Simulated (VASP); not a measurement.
Write the native input for VASP 6.6.1 that does the following.

| Property | Result |
| --- | --- |
| Task | single point |
| Functional | PBE |
| Potentials or basis | VASP PAW PBE potentials, release 64 (Si, Ni) |
| Cutoff | 520 eV |
| k mesh | 12 × 12 × 8 |
| Occupations | gaussian, width 0.1 eV |
| Spin | no spin polarisation |
| Dipole correction | no |
| Further INCAR settings | ALGO = Fast; EDIFF = 1e-06; NBANDS = 33 |

The structure of SiNi2 lies in POSCAR:

```
SiNi2
1.0
    3.8336877761      0.0000000000      0.0000000000
   -1.9168438881      3.3200710043      0.0000000000
    0.0000000000      0.0000000000      5.0702565793
Si Ni
2 4
Direct
    0.3333333333      0.6666666667      0.7500000000
    0.6666666667      0.3333333333      0.2500000000
    0.0000000000      0.0000000000      0.0000000000
    0.0000000000      0.0000000000      0.5000000000
    0.3333333333      0.6666666667      0.2500000000
    0.6666666667      0.3333333333      0.7500000000
```

This cell differs from its parent crystal: biaxial strain in the a-b plane: -2.0 %, then relaxed in part.

One way to write it, as run:

INCAR

```
PREC     = Accurate       # precision mode
ENCUT    = 520            # plane-wave cutoff, eV
EDIFF    = 1E-6           # SCF threshold, eV
ISMEAR   = 0              # smearing method
SIGMA    = 0.1            # smearing width, eV
LREAL    = False          # projectors in reciprocal space
LASPH    = True           # aspherical terms in the spheres
NELM     = 100            # most SCF steps
ALGO     = Fast           # electronic algorithm
ISIF     = 2              # what is computed and relaxed
LWAVE    = False          # write WAVECAR
LCHARG   = True           # write CHGCAR
GGA      = PE             # functional
LELF     = True           # ELF
LVHAR    = True         
NBANDS   = 33             # bands
```

KPOINTS

```
regular mesh
0
Gamma
  12 12 8
```

Potentials or basis: VASP PAW PBE potentials, release 64 (Si, Ni).

Launch:

```bash
$ cat potpaw_PBE.64/Si/POTCAR potpaw_PBE.64/Ni/POTCAR > POTCAR
$ mpirun -np 1 vasp_std > vasp.out
```

It gave:

| Quantity | Value |
| --- | --- |
| Pressure | 6.9 GPa |
| Band gap on the k mesh | zero (bands 24 and 25 overlap by 3.66 eV) |

Caveat: the cell differs from its parent crystal (biaxial strain in the a-b plane: -2.0 %, then relaxed in part); the cell stands under pressure.

Wall time 2.5 min on 1 thread of Intel(R) Xeon(R) 6975P-C (Granite Rapids), with other jobs on the host, peak memory 0.29 GiB.
